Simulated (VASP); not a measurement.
# Fe (P6_3/mmc) in VASP: further runs

Fe is run at these levels: PBE; tasks: single point, relaxation of cell and atoms.

Program: VASP 6.6.1. These are calculated values, not measurements. Logs are shortened: lines on timing, memory, paths and dates and some standing lists are left out, and cuts for length are marked.

## (1) The cell of the first run

The structure is hexagonal, space group P6_3/mmc (No. 194). The conventional cell has a = 2.460 Å, b = 2.460 Å, c = 3.891 Å, α = 90.00°, β = 90.00°, γ = 120.00°. Fe (site symmetry -6m2) has 12 Fe at 2.41 to 2.46 Å within 3.2 Å.

## (2) Single point, PBE

Contents of INCAR:

```
PREC     = Accurate       # precision mode
ENCUT    = 520            # plane-wave cutoff, eV
EDIFF    = 1E-6           # SCF threshold, eV
ISMEAR   = 0              # smearing method
SIGMA    = 0.1            # smearing width, eV
LREAL    = F              # projectors in reciprocal space
LASPH    = T              # aspherical terms in the spheres
NELM     = 60             # most SCF steps
ALGO     = Normal         # electronic algorithm
ISIF     = 2              # what is computed and relaxed
LWAVE    = F              # write WAVECAR
LCHARG   = F              # write CHGCAR
GGA      = PE             # functional
NBANDS   = 15             # bands
```

Contents of KPOINTS:

```
Automatic mesh
0
Gamma
  18 18 12
```

Contents of POSCAR:

```
Fe
1.0
    2.4604103561      0.0000000000      0.0000000000
   -1.2302051781      2.1307778721      0.0000000000
    0.0000000000      0.0000000000      3.8906800526
Fe
2
Direct
    0.3333333333      0.6666666667      0.2500000000
    0.6666666667      0.3333333333      0.7500000000
```

Potentials or basis: VASP PAW PBE potentials, release 64 (Fe).

Started as:

```sh
$ cat potpaw_PBE.64/Fe/POTCAR > POTCAR
$ mpirun -np 1 vasp_std > vasp.out
```

OUTCAR:

```text
PREC = Accurate
   ENCUT = 520
   EDIFF = 1E-6
   ISMEAR = 0
   LREAL = F
   LASPH = T
   NELM = 60
   ISIF = 2
   GGA = PE

 ion  position               nearest neighbor table
   1  0.333  0.667  0.250-   2 2.41   2 2.41   2 2.41   2 2.41   2 2.41   2 2.41
   2  0.667  0.333  0.750-   1 2.41   1 2.41   1 2.41   1 2.41   1 2.41   1 2.41

  LATTYP: Found a hexagonal cell.
 ALAT       =     2.4604103561
 C/A-ratio  =     1.5813134760

  Lattice vectors:

 A1 = (   2.4604103561,   0.0000000000,   0.0000000000)
 A2 = (  -1.2302051781,   2.1307778721,   0.0000000000)
 A3 = (   0.0000000000,   0.0000000000,   3.8906800526)

Analysis of symmetry for initial positions (statically):
=====================================================================
 Subroutine PRICEL returns:
 Original cell was already a primitive cell.

 Routine SETGRP: Setting up the symmetry group for a
 hexagonal supercell.

 Subroutine GETGRP returns: Found 24 space group operations
 (whereof 12 operations were pure point group operations)
 out of a pool of 24 trial point group operations.

The static configuration has the point symmetry D_3d.
 The point group associated with its full space group is D_6h.

Analysis of symmetry for dynamics (positions and initial velocities):
=====================================================================
 Subroutine PRICEL returns:
 Original cell was already a primitive cell.

 Routine SETGRP: Setting up the symmetry group for a
 hexagonal supercell.

 Subroutine GETGRP returns: Found 24 space group operations
 (whereof 12 operations were pure point group operations)
 out of a pool of 24 trial point group operations.

The dynamic configuration has the point symmetry D_3d.
 The point group associated with its full space group is D_6h.

 Subroutine INISYM returns: Found 24 space group operations
 (whereof 12 operations are pure point group operations),
 and found     1 'primitive' translations

----------------------------------------------------------------------------------------

                                     Primitive cell

  volume of cell :      20.3972

  direct lattice vectors                    reciprocal lattice vectors
     2.460410356  0.000000000  0.000000000     0.406436267  0.234656088  0.000000000
    -1.230205178  2.130777872  0.000000000     0.000000000  0.469312176  0.000000000
     0.000000000  0.000000000  3.890680053     0.000000000  0.000000000  0.257024476

  length of vectors
     2.460410356  2.460410356  3.890680053     0.469312176  0.469312176  0.257024476

  position of ions in fractional coordinates (direct lattice)
     0.333333333  0.666666667  0.250000000
     0.666666667  0.333333333  0.750000000

  ion indices of the primitive-cell ions
   primitive index   ion index
                 1           1
                 2           2

----------------------------------------------------------------------------------------

 KPOINTS: Automatic mesh

Automatic generation of k-mesh.
 Grid dimensions read from file:
 generate k-points for:   18   18   12

 Generating k-lattice:

  Cartesian coordinates                     Fractional coordinates (reciprocal lattice)
     0.022579793  0.013036449  0.000000000     0.055555556  0.000000000  0.000000000
     0.000000000  0.026072899  0.000000000     0.000000000  0.055555556  0.000000000
     0.000000000  0.000000000  0.021418706     0.000000000  0.000000000  0.083333333

  Length of vectors
     0.026072899  0.026072899  0.021418706

  Shift w.r.t. Gamma in fractional coordinates (k-lattice)
     0.000000000  0.000000000  0.000000000

 Subroutine IBZKPT returns following result:
 ===========================================

 Found    259 irreducible k-points:

 Following reciprocal coordinates:
            Coordinates               Weight
  0.000000  0.000000  0.000000      1.000000
  0.055556  0.000000  0.000000      6.000000
  0.111111  0.000000  0.000000      6.000000
  0.166667 -0.000000  0.000000      6.000000
  0.222222  0.000000  0.000000      6.000000
  0.277778  0.000000  0.000000      6.000000
[... 16 lines left out ...]
  0.333333  0.111111  0.000000     12.000000
  0.388889  0.111111  0.000000     12.000000
 [... further k-points ...]
   k-points           NKPTS =    259   k-points in BZ     NKDIM =    259   number of bands    NBANDS=     15
   number of dos      NEDOS =    301   number of ions     NIONS =      2
   total plane-waves  NPLWV =   9720
   dimension x,y,z NGX =    18 NGY =   18 NGZ =   30
   dimension x,y,z NGXF=    36 NGYF=   36 NGZF=   60
   ions per type =               2
   NGX,Y,Z   is equivalent  to a cutoff of  12.16, 12.16, 12.82 a.u.
   NGXF,Y,Z  is equivalent  to a cutoff of  24.32, 24.32, 25.64 a.u.
 SYSTEM =  unknown system
   PREC   = accura    normal or accurate (medium, high low for compatibility)
   ISTART =      0    job   : 0-new  1-cont  2-samecut
   ICHARG =      2    charge: 1-file 2-atom 10-const
   ISPIN  =      1    spin polarized calculation?
   LNONCOLLINEAR =      F non collinear calculations
   LSORBIT =      F    spin-orbit coupling
   LASPH  =      T    aspherical Exc in radial PAW
   ENCUT  =  520.0 eV  38.22 Ry    6.18 a.u.   4.57  4.57  7.23*2*pi/ulx,y,z
   NELM   =     60;   NELMIN=  2; NELMDL= -5     # of ELM steps
   EDIFF  = 0.1E-05   stopping-criterion for ELM
   LREAL  =      F    real-space projection
   EDIFFG = 0.1E-04   stopping-criterion for IOM
   NSW    =      0    number of steps for IOM
   IBRION =     -1    ionic relax: 0-MD 1-quasi-New 2-CG
   NFREE  =      0    steps in history (QN), initial steepest desc. (CG)
   ISIF   =      2    stress and relaxation
   ISYM   =      2    0-nonsym 1-usesym 2-fastsym
   POTIM  = 0.5000    time-step for ionic-motion
   TEBEG  =    0.0;   TEEND  =   0.0 temperature during run
   PSTRESS=    0.0 pullay stress
   NELECT =      16.0000    total number of electrons
   NUPDOWN=      -1.0000    fix difference up-down
   EMIN   =  10.00;   EMAX   =-10.00  energy-range for DOS
   EFERMI =   0.00;   METHOD = LEGACY
   ISMEAR =     0;   SIGMA  =   0.10  broadening in eV -4-tet -1-fermi 0-gaus
   EFERMI_NEDOS =   21; number of points for ismear=-14 and -15
   IALGO  =     38    algorithm
   IMIX   =      4    mixing-type and parameters
     AMIX     =   0.40;   BMIX     =  1.00
     AMIX_MAG =   1.60;   BMIX_MAG =  1.00
  volume/ion in A,a.u.               =      10.20        68.82
  Fermi-wavevector in a.u.,A,eV,Ry     =   1.509817  2.853141 31.015139  2.279548
  Thomas-Fermi vector in A             =   2.620089
   LORBIT       =      0    0 simple, 1 ext, 2 COOP (PROOUT), +10 PAW based schemes
   GGA     = PE    functional components
   LHFCALC =     F    Hartree Fock is set to
   AEXX    =    0.0000 exact exchange contribution
   IVDW    =     0    specifies the selected vdW correction
   LEPSILON=     F    determine dielectric tensor
   LRPA    =     F    only Hartree local field effects (RPA)
 non-spin polarized calculation
 Gauss-broadening in eV      SIGMA  =   0.10
  energy-cutoff  :      520.00
  volume of cell :       20.40
 maximum number of plane-waves:       564
   NGX =  9   NGY =  9   NGZ = 15

 number of electron      16.0000007 magnetization

 Free energy of the ion-electron system (eV)
  ---------------------------------------------------
  ext. energy  EPLUGINS =         0.00000000
  ---------------------------------------------------
  free energy    TOTEN  =       -16.31262110 eV

  energy without entropy =      -16.29886689  energy(sigma->0) =      -16.30574400

 E-fermi :   6.8845     XC(G=0): -13.7874

 val. band max:        6.8685151970   @ k =   0.1111   0.0556   0.3333
 cond. band min:       6.8848365365   @ k =   0.4444   0.1111   0.4167
 fundamental gap:      0.0163213395
 Fermi energy:         6.8844987972

 k-point     1 :       0.0000    0.0000    0.0000
  band No.  band energies     occupation
      1      -2.0132      2.00000
      2       1.9719      2.00000
      3       5.2474      2.00000
      4       5.2474      2.00000
      5       5.3730      2.00000
      6       5.7110      2.00000
      7       5.7110      2.00000
      8       6.0513      2.00000
      9       6.0513      2.00000
     10       7.4349      0.00000
     11       7.6010      0.00000
     12       7.6010      0.00000
     13      15.6556      0.00000
     14      28.7934      0.00000
     15      32.4478      0.00000

 k-point     2 :       0.0556    0.0000    0.0000
  band No.  band energies     occupation
      1      -1.8982      2.00000
      2       2.0471      2.00000
      3       5.0777      2.00000
      4       5.3119      2.00000
      5       5.5175      2.00000
      6       5.6781      2.00000
      7       5.7675      2.00000
      8       5.9730      2.00000
      9       6.0065      2.00000
     10       6.6350      1.99958
     11       7.6228      0.00000
     12       8.5452      0.00000
     13      15.6618      0.00000
     14      28.3357      0.00000
     15      30.9233      0.00000

 k-point     3 :       0.1111    0.0000    0.0000
  band No.  band energies     occupation
      1      -1.5595      2.00000
      2       2.2570      2.00000
      3       4.8221      2.00000
      4       5.5008      2.00000
      5       5.5335      2.00000
      6       5.5628      2.00000
      7       5.7423      2.00000
      8       5.8848      2.00000
      9       5.9320      2.00000
     10       6.1580      2.00000
     11       7.6784      0.00000
     12       9.6622      0.00000
     13      15.6840      0.00000
     14      26.6927      0.00000
     15      29.7749      0.00000
[... 343 lines left out ...]
 k-point    23 :       0.3333    0.1111    0.0000
  band No.  band energies     occupation
      1       2.1706      2.00000
      2       2.8395      2.00000
      3       3.0069      2.00000
      4       4.1979      2.00000
      5       4.9198      2.00000
      6       5.4617      2.00000
      7       5.6814      2.00000
      8       7.2243      0.00000
      9       7.5758      0.00000
     10       7.8771      0.00000
     11       8.5603      0.00000
     12      14.4847      0.00000
     13      16.5991      0.00000
     14      18.2381      0.00000
     15      20.9759      0.00000

 k-point    24 :       0.3889    0.1111    0.0000
  band No.  band energies     occupation
      1       2.4930      2.00000
      2       2.7141      2.00000
      3       2.8472      2.00000
      4       4.4371      2.00000
      5       4.8877      2.00000
      6       5.3491      2.00000
      7       5.8194      2.00000
      8       7.5599      0.00000
      9       7.7471      0.00000
     10       7.8879      0.00000
     11       9.3903      0.00000
     12      12.9112      0.00000
     13      17.8991      0.00000
     14      18.7848      0.00000
     15      20.4374      0.00000

 [... further k-points ...]

------------------------ aborting loop because EDIFF is reached ----------------------------------------

  FORCE on cell =-STRESS in cart. coord.  units (eV):
  Direction    XX          YY          ZZ          XY          YZ          ZX
  --------------------------------------------------------------------------------------
  -------------------------------------------------------------------------------------
  Total       -0.0791789     -0.0791789     -0.0959087      0.0000000      0.0000000      0.0000000
  in kB       -6.2194015     -6.2194015     -7.5335077      0.0000000      0.0000000      0.0000000
  external PRESSURE =      -6.6574369 kB  Pullay stress =       0.0000000 kB

 VOLUME and BASIS-vectors are now :
 -----------------------------------------------------------------------------
  energy-cutoff  :      520.00
  volume of cell :       20.40
      direct lattice vectors                 reciprocal lattice vectors
     2.460410356  0.000000000  0.000000000     0.406436267  0.234656088  0.000000000
    -1.230205178  2.130777872  0.000000000     0.000000000  0.469312176  0.000000000
     0.000000000  0.000000000  3.890680053     0.000000000  0.000000000  0.257024476

 POSITION                                       TOTAL-FORCE (eV/Angst)
 -----------------------------------------------------------------------------------
     -0.00000      1.42052      0.97267        -0.000000      0.000000      0.000000
      1.23021      0.71026      2.91801         0.000000     -0.000000      0.000000
 -----------------------------------------------------------------------------------
    total drift:                               -0.000000     -0.000000     -0.000000

  FREE ENERGIE OF THE ION-ELECTRON SYSTEM (eV)
  ---------------------------------------------------
  free  energy   TOTEN  =       -16.3126211042 eV

  energy  without entropy=      -16.2988668945  energy(sigma->0) =      -16.30574400
```

Wall time 75 s (1 thread of Intel Xeon Platinum 8259CL at 2.50GHz (Skylake/Cascade Lake), shared host); peak memory 0.18 GiB.

Results:

```yaml
Free_energy: -16.3126 eV
Pressure: -0.7 GPa
Band_gap_on_the_k_mesh: zero (band 8 reaches 7.80 eV, above the bottom of band 9 at 5.89 eV)
```

Stress tensor (GPa, compression positive):
```
-0.62  0.00  0.00
 0.00 -0.62  0.00
 0.00  0.00 -0.75
```

Caveat: the run has no spin polarisation, though such a crystal can be magnetic. Spin polarisation is off, so any magnetic state and its effect on volume and gap are missing.

[end of part 1 of 3]
